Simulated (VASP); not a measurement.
# P in VASP: a series of runs

P is run at these levels: r2SCAN+D3(BJ); tasks: single point.

Program: VASP 6.6.1. These are calculated values, not measurements. Logs are shortened: lines on timing, memory, paths and dates and some standing lists are left out, and cuts for length are marked.

## 1. The cell of the first run

The typed cell holds 2 atoms: a = 3.098 Å, b = 3.098 Å, c = 3.098 Å, α = 59.99°, β = 59.99°, γ = 59.99°.

This isn't the form of P at room conditions, which is orthorhombic.

## 2. Single point, r2SCAN+D3(BJ) (10.51 Å³/atom)

File POSCAR:

```
P
1.0
    1.5485735304      0.8940693446      2.5293693149
   -1.5485735304      0.8940693446      2.5293693149
    0.0000000000     -1.7881386893      2.5293693149
P
2
Direct
    0.2499770723      0.2499770723      0.2499770723
    0.7500229277      0.7500229277      0.7500229277
```

File INCAR.step1:

```
ALGO = Normal
EDIFF = 1E-4
ENCUT = 520
GGA = PE
ISMEAR = 0
LASPH = T
LCHARG = F
LREAL = F
LWAVE = T
NBANDS = 12
NELM = 80
PREC = Accurate
SIGMA = 0.05
```

File INCAR.step2:

```
ALGO = Normal
EDIFF = 1E-6
ENCUT = 520
ISIF = 2
ISMEAR = 0
ISTART = 1
IVDW = 12
LASPH = T
LCHARG = T
LELF = T
LMIXTAU = T
LREAL = F
LVHAR = T
LWAVE = F
METAGGA = R2SCAN
NBANDS = 12
NELM = 80
PREC = Accurate
SIGMA = 0.05
VDW_A1 = 0.49484001
VDW_A2 = 5.73083694
VDW_S6 = 1.0
VDW_S8 = 0.78981345
```

File KPOINTS:

```
k-points
0
Gamma
  18 18 18
```

Potentials or basis: VASP PAW PBE potentials, release 64 (P).

Started as:

```sh
$ cat potpaw_PBE.64/P/POTCAR > POTCAR
$ cp INCAR.step1 INCAR
$ mpirun -np 1 vasp_std > vasp.out
$ cp INCAR.step2 INCAR
$ mpirun -np 1 vasp_std > vasp.out
```

OUTCAR:

```text
EDIFF = 1E-6
   ENCUT = 520
   ISIF = 2
   ISMEAR = 0
   ISTART = 1
   IVDW = 12
   LASPH = T
   LREAL = F
   METAGGA = R2SCAN
   NELM = 80
   PREC = Accurate
 IVDW          = 12

 ion  position               nearest neighbor table
   1  0.250  0.250  0.250-   2 2.19   2 2.19   2 2.19   2 2.19   2 2.19   2 2.19
   2  0.750  0.750  0.750-   1 2.19   1 2.19   1 2.19   1 2.19   1 2.19   1 2.19

  LATTYP: Found a trigonal (rhomboedric) cell.
 ALAT       =     3.0976037679
 COS(alpha) =     0.5001474280

  Lattice vectors:

 A1 = (   1.5485735304,   0.8940693446,   2.5293693149)
 A2 = (  -1.5485735304,   0.8940693446,   2.5293693149)
 A3 = (   0.0000000000,  -1.7881386893,   2.5293693149)

Analysis of symmetry for initial positions (statically):
=====================================================================
 Subroutine PRICEL returns:
 Original cell was already a primitive cell.

 Routine SETGRP: Setting up the symmetry group for a
 trigonal (rhombohedral) supercell.

 Subroutine GETGRP returns: Found 12 space group operations
 (whereof 12 operations were pure point group operations)
 out of a pool of 12 trial point group operations.

The static configuration has the point symmetry D_3d.

Analysis of symmetry for dynamics (positions and initial velocities):
=====================================================================
 Subroutine PRICEL returns:
 Original cell was already a primitive cell.

 Routine SETGRP: Setting up the symmetry group for a
 trigonal (rhombohedral) supercell.

 Subroutine GETGRP returns: Found 12 space group operations
 (whereof 12 operations were pure point group operations)
 out of a pool of 12 trial point group operations.

The dynamic configuration has the point symmetry D_3d.

 Subroutine INISYM returns: Found 12 space group operations
 (whereof 12 operations are pure point group operations),
 and found     1 'primitive' translations

----------------------------------------------------------------------------------------

                                     Primitive cell

  volume of cell :      21.0120

  direct lattice vectors                    reciprocal lattice vectors
     1.548573530  0.894069345  2.529369315     0.322877791  0.186413579  0.131785157
    -1.548573530  0.894069345  2.529369315    -0.322877791  0.186413579  0.131785157
     0.000000000 -1.788138689  2.529369315     0.000000000 -0.372827159  0.131785157

  length of vectors
     3.097603768  3.097603768  3.097603768     0.395433203  0.395433203  0.395433203

  position of ions in fractional coordinates (direct lattice)
     0.249977072  0.249977072  0.249977072
     0.750022928  0.750022928  0.750022928

  ion indices of the primitive-cell ions
   primitive index   ion index
                 1           1
                 2           2

----------------------------------------------------------------------------------------

 KPOINTS: k-points

Automatic generation of k-mesh.
 Grid dimensions read from file:
 generate k-points for:   18   18   18

 Generating k-lattice:

  Cartesian coordinates                     Fractional coordinates (reciprocal lattice)
     0.017937655  0.010356310  0.007321398     0.055555556  0.000000000  0.000000000
    -0.017937655  0.010356310  0.007321398     0.000000000  0.055555556  0.000000000
     0.000000000 -0.020712620  0.007321398     0.000000000  0.000000000  0.055555556

  Length of vectors
     0.021968511  0.021968511  0.021968511

  Shift w.r.t. Gamma in fractional coordinates (k-lattice)
     0.000000000  0.000000000  0.000000000

 Subroutine IBZKPT returns following result:
 ===========================================

 Found    580 irreducible k-points:

 Following reciprocal coordinates:
            Coordinates               Weight
  0.000000  0.000000  0.000000      1.000000
  0.055556  0.000000 -0.000000      6.000000
  0.111111  0.000000 -0.000000      6.000000
  0.166667  0.000000 -0.000000      6.000000
  0.222222  0.000000  0.000000      6.000000
  0.277778  0.000000 -0.000000      6.000000
[... 16 lines left out ...]
 -0.277778  0.055556  0.000000     12.000000
 -0.222222  0.055556  0.000000     12.000000
 [... further k-points ...]
   k-points           NKPTS =    580   k-points in BZ     NKDIM =    580   number of bands    NBANDS=     12
   number of dos      NEDOS =    301   number of ions     NIONS =      2
   total plane-waves  NPLWV =  13824
   dimension x,y,z NGX =    24 NGY =   24 NGZ =   24
   dimension x,y,z NGXF=    48 NGYF=   48 NGZF=   48
   ions per type =               2
   NGX,Y,Z   is equivalent  to a cutoff of  12.88, 12.88, 12.88 a.u.
   NGXF,Y,Z  is equivalent  to a cutoff of  25.76, 25.76, 25.76 a.u.
 SYSTEM =  unknown system
   PREC   = accura    normal or accurate (medium, high low for compatibility)
   ISTART =      1    job   : 0-new  1-cont  2-samecut
   ICHARG =      0    charge: 1-file 2-atom 10-const
   ISPIN  =      1    spin polarized calculation?
   LNONCOLLINEAR =      F non collinear calculations
   LSORBIT =      F    spin-orbit coupling
   LASPH  =      T    aspherical Exc in radial PAW
   ENCUT  =  520.0 eV  38.22 Ry    6.18 a.u.   5.76  5.76  5.76*2*pi/ulx,y,z
   NELM   =     80;   NELMIN=  2; NELMDL=  0     # of ELM steps
   EDIFF  = 0.1E-05   stopping-criterion for ELM
   LREAL  =      F    real-space projection
   EDIFFG = 0.1E-04   stopping-criterion for IOM
   NSW    =      0    number of steps for IOM
   IBRION =     -1    ionic relax: 0-MD 1-quasi-New 2-CG
   NFREE  =      0    steps in history (QN), initial steepest desc. (CG)
   ISIF   =      2    stress and relaxation
   ISYM   =      2    0-nonsym 1-usesym 2-fastsym
   POTIM  = 0.5000    time-step for ionic-motion
   TEBEG  =    0.0;   TEEND  =   0.0 temperature during run
   PSTRESS=    0.0 pullay stress
   NELECT =      10.0000    total number of electrons
   NUPDOWN=      -1.0000    fix difference up-down
   EMIN   =  10.00;   EMAX   =-10.00  energy-range for DOS
   EFERMI =   0.00;   METHOD = LEGACY
   ISMEAR =     0;   SIGMA  =   0.05  broadening in eV -4-tet -1-fermi 0-gaus
   EFERMI_NEDOS =   21; number of points for ismear=-14 and -15
   IALGO  =     38    algorithm
   IMIX   =      4    mixing-type and parameters
     AMIX     =   0.40;   BMIX     =  1.00
     AMIX_MAG =   1.60;   BMIX_MAG =  1.00
  volume/ion in A,a.u.               =      10.51        70.90
  Fermi-wavevector in a.u.,A,eV,Ry     =   1.278162  2.415376 22.227821  1.633699
  Thomas-Fermi vector in A             =   2.410721
   LORBIT       =      0    0 simple, 1 ext, 2 COOP (PROOUT), +10 PAW based schemes
   METAGGA = R2SCAN    functional components
   LHFCALC =     F    Hartree Fock is set to
   AEXX    =    0.0000 exact exchange contribution
   IVDW    =    12    specifies the selected vdW correction
   LEPSILON=     F    determine dielectric tensor
   LRPA    =     F    only Hartree local field effects (RPA)
 non-spin polarized calculation
 Gauss-broadening in eV      SIGMA  =   0.05
  energy-cutoff  :      520.00
  volume of cell :       21.01
 maximum number of plane-waves:       588
   NGX = 11   NGY = 11   NGZ = 11

 number of electron       9.9999999 magnetization

 Free energy of the ion-electron system (eV)
  ---------------------------------------------------
  ext. energy  EPLUGINS =         0.00000000
  ---------------------------------------------------
  free energy    TOTEN  =       -16.22681905 eV

  energy without entropy =      -16.22671331  energy(sigma->0) =      -16.22676618

 E-fermi :  14.8495     XC(G=0): -13.4894

 val. band max:       14.7684120454   @ k =  -0.3889   0.4444   0.2778
 cond. band min:      14.8737962803   @ k =  -0.4444  -0.4444   0.1111
 fundamental gap:      0.1053842349
 Fermi energy:        14.8494590375

 k-point     1 :       0.0000    0.0000    0.0000
  band No.  band energies     occupation
      1      -6.3628      2.00000
      2      12.2133      2.00000
      3      12.2190      2.00000
      4      12.2190      2.00000
      5      18.4705      0.00000
      6      18.5479      0.00000
      7      18.5528      0.00000
      8      18.5528      0.00000
      9      21.4366      0.00000
     10      21.4366      0.00000
     11      22.3801      0.00000
     12      22.3802      0.00000

 k-point     2 :       0.0556    0.0000   -0.0000
  band No.  band energies     occupation
      1      -6.2917      2.00000
      2      11.6155      2.00000
      3      12.1724      2.00000
      4      12.1774      2.00000
      5      18.4365      0.00000
      6      18.7263      0.00000
      7      18.7309      0.00000
      8      19.0742      0.00000
      9      20.3063      0.00000
     10      20.3067      0.00000
     11      22.2487      0.00000
     12      23.6347      0.00000

 k-point     3 :       0.1111    0.0000   -0.0000
  band No.  band energies     occupation
      1      -6.0785      2.00000
      2      10.2314      2.00000
      3      12.0680      2.00000
      4      12.0728      2.00000
      5      18.2396      0.00000
      6      18.9321      0.00000
      7      18.9321      0.00000
      8      19.2404      0.00000
      9      19.2452      0.00000
     10      20.3511      0.00000
     11      21.8837      0.00000
     12      25.3766      0.00000
[... 286 lines left out ...]
 k-point    23 :      -0.2778    0.0556    0.0000
  band No.  band energies     occupation
      1      -4.2881      2.00000
      2       4.6560      2.00000
      3      10.6645      2.00000
      4      12.7161      2.00000
      5      14.2106      2.00000
      6      15.7503      0.00000
      7      17.9904      0.00000
      8      20.4394      0.00000
      9      22.0457      0.00000
     10      23.0570      0.00000
     11      26.2090      0.00000
     12      30.7293      0.00000

 k-point    24 :      -0.2222    0.0556    0.0000
  band No.  band energies     occupation
      1      -4.9691      2.00000
      2       6.3177      2.00000
      3      10.7316      2.00000
      4      12.6321      2.00000
      5      15.1806      0.00000
      6      16.7056      0.00000
      7      18.0977      0.00000
      8      20.8140      0.00000
      9      21.0814      0.00000
     10      21.6920      0.00000
     11      24.6041      0.00000
     12      28.7432      0.00000

 [... further k-points ...]

------------------------ aborting loop because EDIFF is reached ----------------------------------------

 Edisp (eV)   -0.63367

 E8    (eV) :    -0.1809

  FORCE on cell =-STRESS in cart. coord.  units (eV):
  Direction    XX          YY          ZZ          XY          YZ          ZX
  --------------------------------------------------------------------------------------
  -------------------------------------------------------------------------------------
  Total       9.34157     9.34157     9.33176     0.00000    -0.00000     0.00000
  in kB     712.30170   712.30170   711.55362     0.00000    -0.00000     0.00000
  external pressure =      712.05 kB  Pullay stress =        0.00 kB

 VOLUME and BASIS-vectors are now :
 -----------------------------------------------------------------------------
  energy-cutoff  :      520.00
  volume of cell :       21.01
      direct lattice vectors                 reciprocal lattice vectors
     1.548573530  0.894069345  2.529369315     0.322877791  0.186413579  0.131785157
    -1.548573530  0.894069345  2.529369315    -0.322877791  0.186413579  0.131785157
     0.000000000 -1.788138689  2.529369315     0.000000000 -0.372827159  0.131785157

 POSITION                                       TOTAL-FORCE (eV/Angst)
 -----------------------------------------------------------------------------------
      0.00000     -0.00000      1.89685         0.000000     -0.000000      0.002483
      0.00000     -0.00000      5.69125         0.000000      0.000000     -0.002483
 -----------------------------------------------------------------------------------
    total drift:                               -0.000000     -0.000000     -0.000000

  FREE ENERGIE OF THE ION-ELECTRON SYSTEM (eV)
  ---------------------------------------------------
  free  energy   TOTEN  =       -16.8604861091 eV

  energy  without entropy=      -16.8603803691  energy(sigma->0) =      -16.86043324
```

Wall time 8.5 min (1 thread of Oxide Virtual Turin-like, shared host); peak memory 0.2 GiB.

Results:

```
Free energy                : -16.8605 eV
Pressure                   : 71.2 GPa
Band gap on the k mesh     : zero (bands 5 and 6 overlap by 5.98 eV)
Dispersion energy per atom : -0.317 eV
```

Caveat: the cell stands under pressure; the PAW data sets were made with another functional, which shifts forces and pressure a little.

## 3. Single point, r2SCAN+D3(BJ) (11.12 Å³/atom)

This run uses another cell than the first one, of 11.12 Å³/atom.

File POSCAR:

```
P
1.0
    1.5783610663      0.9112671865      2.5780229163
   -1.5783610663      0.9112671865      2.5780229163
    0.0000000000     -1.8225343730      2.5780229162
P
2
Direct
    0.2499770723      0.2499770723      0.2499770723
    0.7500229277      0.7500229277      0.7500229277
```

File INCAR.step1:

```
PREC = Accurate
ENCUT = 520
ISMEAR = 0
SIGMA = 0.05
LREAL = False
LASPH = True
NELM = 60
NBANDS = 12
GGA = PE
ALGO = Normal
EDIFF = 1E-4
LWAVE = True
LCHARG = False
```

File INCAR.step2:

```
PREC = Accurate
ENCUT = 520
EDIFF = 1E-6
ISMEAR = 0
SIGMA = 0.05
LREAL = False
LASPH = True
NELM = 60
ALGO = Normal
ISIF = 2
LWAVE = False
LCHARG = False
METAGGA = R2SCAN
LMIXTAU = True
IVDW = 12
VDW_S6 = 1.0
VDW_S8 = 0.78981345
VDW_A1 = 0.49484001
VDW_A2 = 5.73083694
NBANDS = 12
ISTART = 1
```

File KPOINTS:

```
regular mesh
0
Gamma
  18 18 18
```

Potentials or basis: VASP PAW PBE potentials, release 64 (P).

Started as:

```sh
$ cat potpaw_PBE.64/P/POTCAR > POTCAR
$ cp INCAR.step1 INCAR
$ mpirun -np 1 vasp_std > vasp.out
$ cp INCAR.step2 INCAR
$ mpirun -np 1 vasp_std > vasp.out
```

OUTCAR:

```text
PREC = Accurate
   ENCUT = 520
   EDIFF = 1E-6
   ISMEAR = 0
   LREAL = False
   LASPH = True
   NELM = 60
   ISIF = 2
   METAGGA = R2SCAN
   IVDW = 12
   ISTART = 1
 IVDW          = 12

 ion  position               nearest neighbor table
   1  0.250  0.250  0.250-   2 2.23   2 2.23   2 2.23   2 2.23   2 2.23   2 2.23
   2  0.750  0.750  0.750-   1 2.23   1 2.23   1 2.23   1 2.23   1 2.23   1 2.23

  LATTYP: Found a trigonal (rhomboedric) cell.
 ALAT       =     3.1571876247
 COS(alpha) =     0.5001474280

  Lattice vectors:

 A1 = (   1.5783610663,   0.9112671865,   2.5780229163)
 A2 = (  -1.5783610663,   0.9112671865,   2.5780229163)
 A3 = (   0.0000000000,  -1.8225343730,   2.5780229162)

Analysis of symmetry for initial positions (statically):
=====================================================================
 Subroutine PRICEL returns:
 Original cell was already a primitive cell.

 Routine SETGRP: Setting up the symmetry group for a
 trigonal (rhombohedral) supercell.

 Subroutine GETGRP returns: Found 12 space group operations
 (whereof 12 operations were pure point group operations)
[... 177 lines left out ...]
      5      16.4028      0.00000
      6      17.8148      0.00000
      7      17.8197      0.00000
      8      17.8197      0.00000
      9      20.5430      0.00000
     10      20.5430      0.00000
     11      20.9419      0.00000
     12      20.9437      0.00000
[... 331 lines left out ...]
 k-point    24 :      -0.2222    0.0556    0.0000
  band No.  band energies     occupation
      1      -5.2858      2.00000
      2       5.5327      2.00000
      3       9.8873      2.00000
      4      11.6797      2.00000
      5      14.2547      0.00000
      6      15.7026      0.00000
      7      16.8147      0.00000
      8      19.7121      0.00000
      9      19.9552      0.00000
     10      20.6095      0.00000
     11      23.1031      0.00000
     12      27.3237      0.00000

 [... further k-points ...]

------------------------ aborting loop because EDIFF is reached ----------------------------------------

 Edisp (eV)   -0.59770

 E8    (eV) :    -0.1705

  FORCE on cell =-STRESS in cart. coord.  units (eV):
  Direction    XX          YY          ZZ          XY          YZ          ZX
  --------------------------------------------------------------------------------------
  -------------------------------------------------------------------------------------
  Total       7.08082     7.08082     7.07369     0.00000     0.00000     0.00000
  in kB     509.92225   509.92225   509.40879     0.00000     0.00000     0.00000
  external pressure =      509.75 kB  Pullay stress =        0.00 kB

 VOLUME and BASIS-vectors are now :
 -----------------------------------------------------------------------------
  energy-cutoff  :      520.00
  volume of cell :       22.25
      direct lattice vectors                 reciprocal lattice vectors
     1.578361066  0.911267187  2.578022916     0.316784296  0.182895499  0.129298049
    -1.578361066  0.911267187  2.578022916    -0.316784296  0.182895499  0.129298049
     0.000000000 -1.822534373  2.578022916     0.000000000 -0.365790998  0.129298049

 POSITION                                       TOTAL-FORCE (eV/Angst)
 -----------------------------------------------------------------------------------
      0.00000      0.00000      1.93334         0.000000      0.000000      0.001278
      0.00000      0.00000      5.80073         0.000000      0.000000     -0.001278
 -----------------------------------------------------------------------------------
    total drift:                               -0.000000     -0.000000     -0.000000

  FREE ENERGIE OF THE ION-ELECTRON SYSTEM (eV)
  ---------------------------------------------------
  free  energy   TOTEN  =       -17.3282104695 eV

  energy  without entropy=      -17.3276839109  energy(sigma->0) =      -17.32794719
```

OUTCAR.step1:

```text
PREC = Accurate
   ENCUT = 520
   ISMEAR = 0
   LREAL = False
   LASPH = True
[... 582 lines left out ...]
      0.00000      0.00000      1.93334         0.000000      0.000000      0.002012
      0.00000      0.00000      5.80073         0.000000     -0.000000     -0.002012
 -----------------------------------------------------------------------------------
    total drift:                               -0.000000     -0.000000     -0.000000

  FREE ENERGIE OF THE ION-ELECTRON SYSTEM (eV)
  ---------------------------------------------------
  free  energy   TOTEN  =        -9.5938651789 eV

  energy  without entropy=       -9.5935488176  energy(sigma->0) =       -9.59370700
```

Run time: 9 min. Hardware: 1 thread of Oxide Virtual Turin-like, shared host; peak memory 0.21 GiB.

What came out:

| Quantity | Value |
| --- | --- |
| Free energy | -17.3282 eV |
| Pressure | 51.0 GPa |
| Band gap on the k mesh | zero (bands 5 and 6 overlap by 5.14 eV) |
| Dispersion energy per atom | -0.299 eV |

Levels at points of the mesh, in eV from the Fermi level:
```csv
k point,band 3,band 4,band 5,band 6,band 7,band 8
"(0.00, 0.00, 0.00)",-2.65,-2.65,2.52,3.93,3.94,3.94
"(0.50, 0.00, 0.00)",-2.06,-2.05,-2.05,-2.05,2.94,2.94
"(0.50, 0.50, 0.00)",-7.45,-7.07,-7.07,-0.62,9.98,11.49
"(0.50, 0.50, 0.50)",-2.05,-2.05,-2.05,-2.05,2.94,2.94
```

Caveat: the cell stands under pressure; the PAW data sets were made with another functional, which shifts forces and pressure a little.

The gap in the log of VASP goes by the Fermi energy; the results here count the filled bands.